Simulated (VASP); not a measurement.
Write the native input for VASP 6.6.1 that does the following.

```
Task                               : single point
Functional                         : PBE0
Potentials or basis                : VASP PAW PBE potentials, release 64 (Na_pv, H)
Cutoff                             : 520 eV
k mesh                             : 6 × 6 × 6
Occupations                        : gaussian, width 0.01 eV
Spin                               : no spin polarisation
Dipole correction                  : no
Grid for exact exchange (PRECFOCK) : Normal
Further INCAR settings             : ALGO = Normal; EDIFF = 1e-07; NBANDS = 11
Share of exact exchange            : 0.25
```

Crystal: NaH.

```
Na H
1.0
     0.00000    2.39751    2.39751
     2.39751    0.00000    2.39751
     2.39751    2.39751    0.00000
Na H
1 1
Direct
  0.00000 0.00000 0.00000
  0.50000 0.50000 0.50000
```

The input as run:

POSCAR

```
NaH
1.0
    0.0000000000      2.3975116441      2.3975116441
    2.3975116441      0.0000000000      2.3975116441
    2.3975116441      2.3975116441      0.0000000000
Na H
1 1
Direct
    0.0000000000      0.0000000000      0.0000000000
    0.5000000000      0.5000000000      0.5000000000
```

INCAR.step1

```
SYSTEM = NaH
ALGO     = Normal         ! electronic algorithm
EDIFF    = 1E-5           ! SCF threshold, eV
ENCUT    = 520            ! plane-wave cutoff, eV
GGA      = PE             ! functional
ISIF     = 2              ! what is computed and relaxed
ISMEAR   = 0              ! smearing method
LASPH    = .True.         ! aspherical terms in the spheres
LCHARG   = .False.        ! write CHGCAR
LREAL    = .False.        ! projectors in reciprocal space
LWAVE    = .True.         ! write WAVECAR
NBANDS   = 11             ! bands
NELM     = 80             ! most SCF steps
PREC     = Accurate       ! precision mode
SIGMA    = 0.01           ! smearing width, eV
```

INCAR.step2

```
SYSTEM = NaH
AEXX     = 0.25           ! exact-exchange fraction
ALGO     = Normal         ! electronic algorithm
EDIFF    = 1E-7           ! SCF threshold, eV
ENCUT    = 520            ! plane-wave cutoff, eV
GGA      = PE             ! functional
ISIF     = 2              ! what is computed and relaxed
ISMEAR   = 0              ! smearing method
ISTART   = 1            
LASPH    = .True.         ! aspherical terms in the spheres
LCHARG   = .False.        ! write CHGCAR
LHFCALC  = .True.         ! exact exchange
LREAL    = .False.        ! projectors in reciprocal space
LWAVE    = .False.        ! write WAVECAR
NBANDS   = 11             ! bands
NELM     = 80             ! most SCF steps
PREC     = Accurate       ! precision mode
PRECFOCK = Normal       
SIGMA    = 0.01           ! smearing width, eV
```

KPOINTS

```
k-points
0
Gamma
  6 6 6
  0 0 0
```

Potentials or basis: VASP PAW PBE potentials, release 64 (Na_pv, H).

Command:

```console
$ cat potpaw_PBE.64/Na_pv/POTCAR potpaw_PBE.64/H/POTCAR > POTCAR
$ cp INCAR.step1 INCAR
$ mpirun -np 1 vasp_std > vasp.out
$ cp INCAR.step2 INCAR
$ mpirun -np 1 vasp_std > vasp.out
```

It gave:

* Pressure: 0.2 GPa
* Band gap on the k mesh: 5.63 eV (least direct gap 6.56 eV)

Caveat: the PAW data sets were made with another functional, which shifts forces and pressure a little.

Run time: 14 min on 1 thread of Oxide Virtual Turin-like Processor (shared host), peak memory 0.13 GiB.
